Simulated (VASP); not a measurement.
The system is SbP3S4.

```
CELL_PARAMETERS angstrom
5.73057 0.00000 0.00000
0.00000 5.73057 0.00000
0.00000 0.00000 5.73057
ATOMIC_POSITIONS crystal
Sb 0.00000 0.00000 0.00000
P 0.50000 0.00000 0.00000
P 0.00000 0.50000 0.00000
P 0.00000 0.00000 0.50000
S 0.23500 0.23500 0.23500
S 0.23500 0.76500 0.76500
S 0.76500 0.76500 0.23500
S 0.76500 0.23500 0.76500
```

```yaml
Program: VASP 6.6.1
Task: relaxation of cell and atoms
Functional: PBE
Potentials_or_basis: VASP PAW PBE potentials, release 64 (Sb, P, S)
Cutoff: 600 eV
k_mesh: 4 × 4 × 4
Occupations: gaussian, width 0.1 eV
Spin: no spin polarisation
```

At the start: pressure 16.4 GPa; volume 23.52 Å³/atom.

Question: How do energy, volume and symmetry change on relaxing?

Answer: Over 11 steps the energy falls by 314.8 meV/atom and the volume is 31.58 Å³/atom (+34.3 %); space group P-43m (No. 215, to 0.05 Å).

Step by step:
| step | energy change (eV) | largest force (eV/Å) | pressure (GPa) | volume (Å³) |
| --- | --- | --- | --- | --- |
| 1 | 0.0000 | 2.2101 | 16.39 | 188.19 |
| 2 | -1.8379 | 1.4960 | -4.22 | 261.62 |
| 3 | -2.3676 | 0.5067 | 0.16 | 234.58 |
| 4 | -2.3686 | 0.4597 | 0.38 | 233.59 |
| 5 | -2.4094 | 0.4010 | 0.36 | 236.26 |
| 6 | -2.4953 | 0.1640 | 0.30 | 244.42 |
| 7 | -2.4694 | 0.3456 | 0.13 | 261.28 |
| 8 | -2.5171 | 0.0773 | 0.27 | 251.42 |
| 9 | -2.5172 | 0.0617 | 0.27 | 250.94 |
| 10 | -2.5149 | 0.0911 | -0.42 | 255.39 |
| 11 | -2.5187 | 0.0023 | 0.00 | 252.65 |

Final structure:
```
Sb P S
1.0
     6.32175    0.00000    0.00000
     0.00000    6.32175    0.00000
     0.00000    0.00000    6.32175
Sb P S
1 3 4
Direct
  0.00000 0.00000 0.00000
  0.50000 0.00000 0.00000
  0.00000 0.50000 0.00000
  0.00000 0.00000 0.50000
  0.23039 0.23039 0.23039
  0.23039 0.76961 0.76961
  0.76961 0.76961 0.23039
  0.76961 0.23039 0.76961
```

Caveat: the volume moved by over 15 % at a fixed basis, so the end points are rough.
